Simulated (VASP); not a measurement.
Runs of VASP 6.6.1 on CdTe. The structure is that of space group F-43m (No. 216), or close to it. The cells are those of the table. 

```tsv
cell	gap on the mesh (eV)	pressure (GPa)
a = 4.567, b = 4.567, c = 4.533 Å, angles 60.2, 60.2, 59.5°, 2 atoms	0.81	(a)
a = 4.601, b = 4.601, c = 4.533 Å, angles 60.5, 60.5, 59.0°, 2 atoms	0.74	2.9
a = 4.499, b = 4.499, c = 4.533 Å, angles 59.8, 59.8, 60.5°, 2 atoms	0.88	(b)
a = 4.533 Å, angles 60.0°, 2 atoms	0.87	(c)
```

Alike in all rows: task single point; level PBE; potentials or basis VASP PAW PBE potentials, release 64 (Cd, Te); no spin polarisation; k mesh 6 × 6 × 6; cutoff (eV) 520; smearing fermi-dirac 0.05 eV.

Task: Fill in the values left out.

Result: (a) 3.6; (b) 5.3; (c) 4.4.

Caveats: spin-orbit coupling is left out, which moves the levels of the heavy elements.

A k mesh can miss the band edges, and the runs leave out spin-orbit coupling on Cd, Te.
